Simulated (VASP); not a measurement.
The system is Pd.

```
CELL_PARAMETERS angstrom
2.10518 -3.56789 0.00000
2.10518 3.56789 0.00000
0.00000 0.00000 4.21596
ATOMIC_POSITIONS crystal
Pd 0.15250 0.84750 0.07850
Pd 0.65250 0.34750 0.42150
Pd 0.84750 0.15250 0.92150
Pd 0.34750 0.65250 0.57850
```

| Property | Result |
| --- | --- |
| Program | VASP 6.6.1 |
| Task | relaxation of cell and atoms |
| Functional | r2SCAN |
| Potentials or basis | VASP PAW PBE potentials, release 64 (Pd) |
| Cutoff | 600 eV |
| k mesh | 6 × 6 × 4 |
| Occupations | gaussian, width 0.1 eV |
| Spin | no spin polarisation |

At the start: pressure 28.1 GPa; volume 15.83 Å³/atom.

Where does the relaxation end?

Over 30 steps the energy falls by 537.6 meV/atom and the volume is 16.27 Å³/atom (+2.8 %); space group Fmmm (No. 69, to 0.05 Å).

The path:
```csv
step,energy change (eV),largest force (eV/Å),pressure (GPa),volume (Å³)
1,0.0000,1.4315,28.12,63.33
2,0.2331,0.0989,-14.46,92.16
3,-0.8933,0.1859,-1.45,74.31
4,-0.8970,0.1759,-0.55,73.74
5,-0.8975,0.1704,-0.08,73.46
6,-0.9050,0.1781,-0.10,73.40
7,-0.9302,0.2115,-0.20,73.23
8,-0.9949,0.3206,-0.55,72.84
9,-1.2165,0.5878,-2.04,71.88
10,-1.9135,0.6414,-5.79,69.25
11,5.2396,10.9941,61.03,61.64
12,-1.9524,0.5224,-6.00,69.00
13,-1.5547,1.9801,3.35,65.64
14,-2.0497,0.3683,-5.94,68.36
15,-2.0892,0.3173,-5.08,67.65
16,-2.0876,0.2951,-5.41,67.84
17,-2.0908,0.2975,-5.21,67.73
18,-2.0944,0.3152,-4.78,67.50
19,-2.0947,0.3260,-4.63,67.41
20,-2.0990,0.3238,-4.41,67.30
21,-2.1107,0.3131,-3.80,66.97
22,-2.1290,0.2910,-2.45,66.32
23,-2.1436,0.2373,0.52,65.03
24,-2.1436,0.2394,0.41,65.07
25,-2.1451,0.2067,0.34,65.09
26,-2.1482,0.1081,0.11,65.14
27,-2.1486,0.0930,-0.28,65.23
28,-2.1494,0.0144,-0.12,65.19
29,-2.1500,0.0093,-0.08,65.17
30,-2.1505,0.0064,0.06,65.08
```

Final structure:
```
Pd
1.0
     1.84762   -4.61725    0.00000
     1.84762    4.61725    0.00000
     0.00000    0.00000    3.81460
Pd
4
Direct
  0.13813 0.86187 0.00014
  0.63813 0.36187 0.49986
  0.86187 0.13813 0.99986
  0.36187 0.63813 0.50014
```

Caveat: the k points lie up to 0.41 Å⁻¹ apart in the final cell; the PAW data sets were made with another functional, which shifts forces and pressure a little.
